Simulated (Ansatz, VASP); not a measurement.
## Cu: VASP beside Ansatz

```
CELL_PARAMETERS angstrom
0.00000 2.51687 2.51687
2.51687 0.00000 2.51687
2.51687 2.51687 0.00000
ATOMIC_POSITIONS crystal
Cu 0.12500 0.12500 0.12500
Cu 0.87500 0.87500 0.87500
```

Alike in both runs: task relaxation of cell and atoms; functional PBEsol; k mesh 11 × 11 × 11; occupations fermi-dirac, width 0.1 eV; no spin polarisation.

|  | VASP | Ansatz |
| --- | --- | --- |
| version | VASP 6.6.1 | Ansatz 0.2.0 |
| potentials or method | VASP PAW PBE potentials, release 64 (Cu), cutoff 600 eV | plane waves (420 eV) with PAW, scalar-relativistic |
| valence electrons in the cell | 22 | 38 |

VASP gave:

| Property | Result |
| --- | --- |
| relaxed volume (Å³/atom) | 17.99 |
| relaxed length of the cell vector where the two differ most in proportion (Å) | 3.706 |

Question: What did Ansatz give for the same quantities?

Answer: Relaxed volume (Å³/atom): 17.89; relaxed length of the cell vector where the two differ most in proportion (Å): 3.699.

VASP's potentials were made for PBE, not for PBEsol, and Ansatz warns of the same on its side. VASP's potentials hold 22 valence electrons a cell and Ansatz's 38, so a difference there can come from the potentials and not from the codes.
